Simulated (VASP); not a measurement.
# CsPtS (P4/mmm) in VASP: further runs, part 2 of 3

VASP 6.6.1. The steps go on from the part before.

## (3) Single point, PBE

This run uses another cell than the first one, of 37.79 Å³/atom.

File INCAR:

```
ALGO = Normal
EDIFF = 1E-6
ENCUT = 520
GGA = PE
ISIF = 2
ISMEAR = 0
LASPH = True
LCHARG = False
LREAL = False
LWAVE = False
NBANDS = 20
NELM = 100
PREC = Accurate
SIGMA = 0.1
```

File KPOINTS:

```
k-points
0
Gamma
  4 4 4
```

File POSCAR:

```
CsPtS
1.0
    4.6544019300      0.0000000000      0.0000000000
    0.0000000000      4.6544019300      0.0000000000
    0.0000000000      0.0000000000      5.2336272200
Cs Pt S
1 1 1
Direct
    0.0000000000      0.0000000000      0.0000000000
    0.0000000000      0.0000000000      0.5000000000
    0.5000000000      0.5000000000      0.5000000000
```

Potentials or basis: VASP PAW PBE potentials, release 64 (Cs_sv, Pt, S).

On the command line:

```
$ cat potpaw_PBE.64/Cs_sv/POTCAR potpaw_PBE.64/Pt/POTCAR potpaw_PBE.64/S/POTCAR > POTCAR
$ mpirun -np 1 vasp_std > vasp.out
```

OUTCAR:

```text
EDIFF = 1E-6
   ENCUT = 520
   GGA = PE
   ISIF = 2
   ISMEAR = 0
   LASPH = True
   LREAL = False
   NELM = 100
   PREC = Accurate

 ion  position               nearest neighbor table
   1  0.000  0.000  0.000-   2 2.62   2 2.62
   2  0.000  0.000  0.500-   1 2.62   1 2.62
   3  0.500  0.500  0.500-

  LATTYP: Found a simple tetragonal cell.
 ALAT       =     4.6544019300
 C/A-ratio  =     1.1244467708

  Lattice vectors:

 A1 = (   4.6544019300,   0.0000000000,   0.0000000000)
 A2 = (   0.0000000000,   4.6544019300,   0.0000000000)
 A3 = (   0.0000000000,   0.0000000000,   5.2336272200)

Analysis of symmetry for initial positions (statically):
=====================================================================
 Subroutine PRICEL returns:
 Original cell was already a primitive cell.

 Routine SETGRP: Setting up the symmetry group for a
 simple tetragonal supercell.

 Subroutine GETGRP returns: Found 16 space group operations
 (whereof 16 operations were pure point group operations)
 out of a pool of 16 trial point group operations.

The static configuration has the point symmetry D_4h.

Analysis of symmetry for dynamics (positions and initial velocities):
=====================================================================
 Subroutine PRICEL returns:
 Original cell was already a primitive cell.

 Routine SETGRP: Setting up the symmetry group for a
 simple tetragonal supercell.

 Subroutine GETGRP returns: Found 16 space group operations
 (whereof 16 operations were pure point group operations)
 out of a pool of 16 trial point group operations.

The dynamic configuration has the point symmetry D_4h.

 Subroutine INISYM returns: Found 16 space group operations
 (whereof 16 operations are pure point group operations),
 and found     1 'primitive' translations

----------------------------------------------------------------------------------------

                                     Primitive cell

  volume of cell :     113.3785

  direct lattice vectors                    reciprocal lattice vectors
     4.654401930  0.000000000  0.000000000     0.214850375  0.000000000  0.000000000
     0.000000000  4.654401930  0.000000000     0.000000000  0.214850375  0.000000000
     0.000000000  0.000000000  5.233627220     0.000000000  0.000000000  0.191072073

  length of vectors
     4.654401930  4.654401930  5.233627220     0.214850375  0.214850375  0.191072073

  position of ions in fractional coordinates (direct lattice)
     0.000000000  0.000000000  0.000000000
     0.000000000  0.000000000  0.500000000
     0.500000000  0.500000000  0.500000000

  ion indices of the primitive-cell ions
   primitive index   ion index
                 1           1
                 2           2
                 3           3

----------------------------------------------------------------------------------------

 KPOINTS: k-points

Automatic generation of k-mesh.
 Grid dimensions read from file:
 generate k-points for:    4    4    4

 Generating k-lattice:

  Cartesian coordinates                     Fractional coordinates (reciprocal lattice)
     0.053712594  0.000000000  0.000000000     0.250000000  0.000000000  0.000000000
     0.000000000  0.053712594  0.000000000     0.000000000  0.250000000  0.000000000
     0.000000000  0.000000000  0.047768018     0.000000000  0.000000000  0.250000000

  Length of vectors
     0.053712594  0.053712594  0.047768018

  Shift w.r.t. Gamma in fractional coordinates (k-lattice)
     0.000000000  0.000000000  0.000000000

 Subroutine IBZKPT returns following result:
 ===========================================

 Found     18 irreducible k-points:

 Following reciprocal coordinates:
            Coordinates               Weight
  0.000000  0.000000  0.000000      1.000000
  0.250000  0.000000  0.000000      4.000000
  0.500000  0.000000  0.000000      2.000000
  0.250000  0.250000  0.000000      4.000000
  0.500000  0.250000  0.000000      4.000000
  0.500000  0.500000  0.000000      1.000000
[... 10 lines left out ...]
  0.500000  0.250000  0.500000      4.000000
  0.500000  0.500000  0.500000      1.000000
   k-points           NKPTS =     18   k-points in BZ     NKDIM =     18   number of bands    NBANDS=     20
   number of dos      NEDOS =    301   number of ions     NIONS =      3
   total plane-waves  NPLWV =  51840
   dimension x,y,z NGX =    36 NGY =   36 NGZ =   40
   dimension x,y,z NGXF=    72 NGYF=   72 NGZF=   80
   ions per type =               1   1   1
   NGX,Y,Z   is equivalent  to a cutoff of  12.86, 12.86, 12.71 a.u.
   NGXF,Y,Z  is equivalent  to a cutoff of  25.72, 25.72, 25.41 a.u.
 SYSTEM =  unknown system
   PREC   = accura    normal or accurate (medium, high low for compatibility)
   ISTART =      0    job   : 0-new  1-cont  2-samecut
   ICHARG =      2    charge: 1-file 2-atom 10-const
   ISPIN  =      1    spin polarized calculation?
   LNONCOLLINEAR =      F non collinear calculations
   LSORBIT =      F    spin-orbit coupling
   LASPH  =      T    aspherical Exc in radial PAW
   ENCUT  =  520.0 eV  38.22 Ry    6.18 a.u.   8.65  8.65  9.73*2*pi/ulx,y,z
   NELM   =    100;   NELMIN=  2; NELMDL= -5     # of ELM steps
   EDIFF  = 0.1E-05   stopping-criterion for ELM
   LREAL  =      F    real-space projection
   EDIFFG = 0.1E-04   stopping-criterion for IOM
   NSW    =      0    number of steps for IOM
   IBRION =     -1    ionic relax: 0-MD 1-quasi-New 2-CG
   NFREE  =      0    steps in history (QN), initial steepest desc. (CG)
   ISIF   =      2    stress and relaxation
   ISYM   =      2    0-nonsym 1-usesym 2-fastsym
   POTIM  = 0.5000    time-step for ionic-motion
   TEBEG  =    0.0;   TEEND  =   0.0 temperature during run
   PSTRESS=    0.0 pullay stress
   NELECT =      25.0000    total number of electrons
   NUPDOWN=      -1.0000    fix difference up-down
   EMIN   =  10.00;   EMAX   =-10.00  energy-range for DOS
   EFERMI =   0.00;   METHOD = LEGACY
   ISMEAR =     0;   SIGMA  =   0.10  broadening in eV -4-tet -1-fermi 0-gaus
   EFERMI_NEDOS =   21; number of points for ismear=-14 and -15
   IALGO  =     38    algorithm
   IMIX   =      4    mixing-type and parameters
     AMIX     =   0.40;   BMIX     =  1.00
     AMIX_MAG =   1.60;   BMIX_MAG =  1.00
  volume/ion in A,a.u.               =      37.79       255.04
  Fermi-wavevector in a.u.,A,eV,Ry     =   0.989034  1.869004 13.309065  0.978189
  Thomas-Fermi vector in A             =   2.120604
   LORBIT       =      0    0 simple, 1 ext, 2 COOP (PROOUT), +10 PAW based schemes
   GGA     = PE    functional components
   LHFCALC =     F    Hartree Fock is set to
   AEXX    =    0.0000 exact exchange contribution
   IVDW    =     0    specifies the selected vdW correction
   LEPSILON=     F    determine dielectric tensor
   LRPA    =     F    only Hartree local field effects (RPA)
 non-spin polarized calculation
 Gauss-broadening in eV      SIGMA  =   0.10
  energy-cutoff  :      520.00
  volume of cell :      113.38
 maximum number of plane-waves:      3108
 NGX is ok and might be reduce to    36
   NGX = 17   NGY = 17   NGZ = 19

 number of electron      25.0000000 magnetization

 Free energy of the ion-electron system (eV)
  ---------------------------------------------------
  ext. energy  EPLUGINS =         0.00000000
  ---------------------------------------------------
  free energy    TOTEN  =        -8.50333992 eV

  energy without entropy =       -8.49068969  energy(sigma->0) =       -8.49701480

 E-fermi :   1.0678     XC(G=0):  -7.9713

 val. band max:        0.9188567693   @ k =   0.5000   0.2500   0.0000
 cond. band min:       1.0927652958   @ k =   0.2500   0.0000   0.5000
 fundamental gap:      0.1739085265
 Fermi energy:         1.0677944849

 k-point     1 :       0.0000    0.0000    0.0000
  band No.  band energies     occupation
      1     -20.6114      2.00000
      2      -9.7334      2.00000
      3      -7.8628      2.00000
      4      -7.0842      2.00000
      5      -7.0842      2.00000
      6      -1.2953      2.00000
[... 12 lines left out ...]
     19       9.0610      0.00000
     20       9.5681      0.00000
[... 369 lines left out ...]
 k-point    18 :       0.5000    0.5000    0.5000
  band No.  band energies     occupation
      1     -20.4760      2.00000
      2      -9.5927      2.00000
      3      -9.0538      2.00000
      4      -7.4379      2.00000
      5      -7.4379      2.00000
      6      -0.6149      2.00000
[... 12 lines left out ...]
     19       7.9095      0.00000
     20       7.9095      0.00000

------------------------ aborting loop because EDIFF is reached ----------------------------------------

  FORCE on cell =-STRESS in cart. coord.  units (eV):
  Direction    XX          YY          ZZ          XY          YZ          ZX
  --------------------------------------------------------------------------------------
  -------------------------------------------------------------------------------------
  Total       -6.2396196     -6.2396196      7.3275770      0.0000000      0.0000000      0.0000000
  in kB      -88.1735122    -88.1735122    103.5476914      0.0000000      0.0000000      0.0000000
  external PRESSURE =     -24.2664443 kB  Pullay stress =       0.0000000 kB

 VOLUME and BASIS-vectors are now :
 -----------------------------------------------------------------------------
  energy-cutoff  :      520.00
  volume of cell :      113.38
      direct lattice vectors                 reciprocal lattice vectors
     4.654401930  0.000000000  0.000000000     0.214850375  0.000000000  0.000000000
     0.000000000  4.654401930  0.000000000     0.000000000  0.214850375  0.000000000
     0.000000000  0.000000000  5.233627220     0.000000000  0.000000000  0.191072073

 POSITION                                       TOTAL-FORCE (eV/Angst)
 -----------------------------------------------------------------------------------
      0.00000      0.00000      0.00000         0.000000      0.000000      0.000000
      0.00000      0.00000      2.61681         0.000000      0.000000      0.000000
      2.32720      2.32720      2.61681         0.000000      0.000000      0.000000
 -----------------------------------------------------------------------------------
    total drift:                                0.000000      0.000000      0.000000

  FREE ENERGIE OF THE ION-ELECTRON SYSTEM (eV)
  ---------------------------------------------------
  free  energy   TOTEN  =        -8.5033399154 eV

  energy  without entropy=       -8.4906896855  energy(sigma->0) =       -8.49701480
```

OSZICAR:

```text
N       E                     dE             d eps       ncg     rms          rms(c)
DAV:   1     0.138445624174E+03    0.13845E+03   -0.10507E+04   720   0.105E+03
DAV:   2     0.433112288207E+00   -0.13801E+03   -0.13342E+03   988   0.191E+02
DAV:   3    -0.867561889460E+01   -0.91087E+01   -0.90341E+01   844   0.505E+01
DAV:   4    -0.879511068428E+01   -0.11949E+00   -0.11940E+00   844   0.661E+00
DAV:   5    -0.879686781577E+01   -0.17571E-02   -0.17571E-02   896   0.817E-01    0.548E+00
DAV:   6    -0.856790955728E+01    0.22896E+00   -0.63419E-01   928   0.428E+00    0.354E+00
DAV:   7    -0.851960225296E+01    0.48307E-01   -0.31274E-01   808   0.333E+00    0.208E+00
DAV:   8    -0.849983631514E+01    0.19766E-01   -0.70003E-02   876   0.174E+00    0.444E-01
DAV:   9    -0.850203026639E+01   -0.21940E-02   -0.76977E-03   796   0.514E-01    0.201E-01
DAV:  10    -0.850305853742E+01   -0.10283E-02   -0.15082E-03   792   0.224E-01    0.800E-02
DAV:  11    -0.850330835830E+01   -0.24982E-03   -0.37223E-04   804   0.113E-01    0.288E-02
DAV:  12    -0.850333958692E+01   -0.31229E-04   -0.60310E-05   832   0.455E-02    0.840E-03
DAV:  13    -0.850333991539E+01   -0.32847E-06   -0.23139E-06   840   0.844E-03
   1 F= -.85033399E+01 E0= -.84970148E+01  d E =-.126502E-01
```

Wall time 13 s (1 thread of Intel Xeon 6975P-C (Granite Rapids), shared host); peak memory 0.23 GiB.

What came out:

| Item | Value |
| --- | --- |
| Free energy | -8.5033 eV |
| Pressure | -2.4 GPa |
| Band gap on the k mesh | zero (an odd number of electrons rules out a gap without spin polarisation) |

Caveat: spin-orbit coupling is left out, which moves the levels of the heavy elements.

## (4) Single point, PBE

This run uses another cell than the first one, of 27.05 Å³/atom.

File INCAR:

```
SYSTEM = CsPtS
ALGO     = Normal         ! electronic algorithm
EDIFF    = 1E-6           ! SCF threshold, eV
ENCUT    = 520            ! plane-wave cutoff, eV
GGA      = PE             ! functional
ISIF     = 2              ! what is computed and relaxed
ISMEAR   = 0              ! smearing method
LASPH    = .TRUE.         ! aspherical terms in the spheres
LCHARG   = .TRUE.         ! write CHGCAR
LELF     = .TRUE.         ! ELF
LREAL    = .FALSE.        ! projectors in reciprocal space
LVHAR    = .TRUE.       
LWAVE    = .FALSE.        ! write WAVECAR
NBANDS   = 20             ! bands
NELM     = 100            ! most SCF steps
PREC     = Accurate       ! precision mode
SIGMA    = 0.1            ! smearing width, eV
```

File KPOINTS:

```
k-points
0
G
  6 6 4
  0 0 0
```

File POSCAR:

```
CsPtS
1.0
    3.5980074138      0.0000000000      0.0000000000
    0.0000000000      3.5980074138      0.0000000000
    0.0000000000      0.0000000000      6.2674615165
Cs Pt S
1 1 1
Direct
    0.0000000000      0.0000000000      0.0000000000
    0.0000000000      0.0000000000      0.5000000000
    0.5000000000      0.5000000000      0.5000000000
```

On the command line:

```
$ cat potpaw_PBE.64/Cs_sv/POTCAR potpaw_PBE.64/Pt/POTCAR potpaw_PBE.64/S/POTCAR > POTCAR
$ mpirun -np 1 vasp_std > vasp.out
```

It took 16 s on 1 thread of Intel Xeon 6975P-C (Granite Rapids), shared host; peak memory 0.21 GiB.

Results (log left out):

| Quantity | Value |
| --- | --- |
| Free energy | -11.5446 eV |
| Pressure | 0.1 GPa |
| Band gap on the k mesh | zero (an odd number of electrons rules out a gap without spin polarisation) |

Stress tensor (GPa, compression positive):
```
-0.04  0.00  0.00
 0.00 -0.04  0.00
 0.00  0.00  0.50
```

Levels at points of the mesh, in eV from the Fermi level:
```
           k point  band 10  band 11  band 12  band 13  band 14  band 15  band 16  band 17
(0.00, 0.00, 0.00)    -2.27    -2.27    -1.99    -1.99     0.40     0.70     1.66     6.81
(0.50, 0.00, 0.00)    -1.84    -1.47    -0.05     2.27     3.08     3.42     4.08     4.32
(0.50, 0.50, 0.00)    -2.29    -2.28    -1.33    -0.79    -0.62     0.06     3.54     3.54
(0.00, 0.00, 0.50)    -2.31    -1.88    -1.88    -1.46     1.03     1.31     1.59     3.95
(0.50, 0.00, 0.50)    -1.59    -1.03    -0.07     1.46     1.49     2.57     3.10     4.89
(0.50, 0.50, 0.50)    -2.54    -1.60    -1.33    -0.75     0.30     0.90     3.31     3.31
```

Caveat: spin-orbit coupling is left out, which moves the levels of the heavy elements.

(Part 2 of 3 ends here.)
